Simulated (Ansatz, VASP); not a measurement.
One calculation of HfN, two programs

```
Hf N
1.0
     0.00000   -2.23398   -2.23398
     0.00000    2.23398   -2.23398
     4.46795    0.00000    0.00000
Hf N
2 2
Direct
  0.50491 0.49509 0.50000
  0.99509 0.00491 0.00000
  0.50225 0.49775 0.00000
  0.99775 0.00225 0.50000
```

Change from the starting cell: mode 4 frozen in at -0.021 Å and mode 11 at -0.022 Å (largest displacements).

Alike in both runs: task single point; functional LDA; k mesh 14 × 14 × 10; occupations gaussian, width 0.15 eV; no spin polarisation.

```csv
,VASP,Ansatz
version,VASP 6.6.1,Ansatz 0.2.0
potentials or method,"VASP PAW LDA potentials, release 64 (Hf_pv, N), cutoff 520 eV","scalar-relativistic, plane waves, PAW"
valence electrons in the cell,30,62
```

```csv
,VASP,Ansatz,Ansatz less VASP
gap on the k mesh at the Fermi level (eV),none,none,-
pressure (GPa),-1.0,0.2,+1.20
"traceless stress, the component that is largest in VASP (GPa)",-0.68,-0.68,-0.002
rms of the force components (eV/Å),0.229,0.229,0.0000
```

Ansatz warns that its potentials were made for another functional, while VASP's fit it. LDA's correlation is that of Perdew and Zunger in VASP and of Perdew and Wang (1992) in Ansatz. Atom by atom the forces differ by 0.001 eV/Å (rms over components). A gap of «none» marks a metal or a gap that the smearing closes. VASP's potentials hold 30 valence electrons a cell and Ansatz's 62, so a difference there can come from the potentials and not from the codes.

Spin-orbit coupling is off throughout.
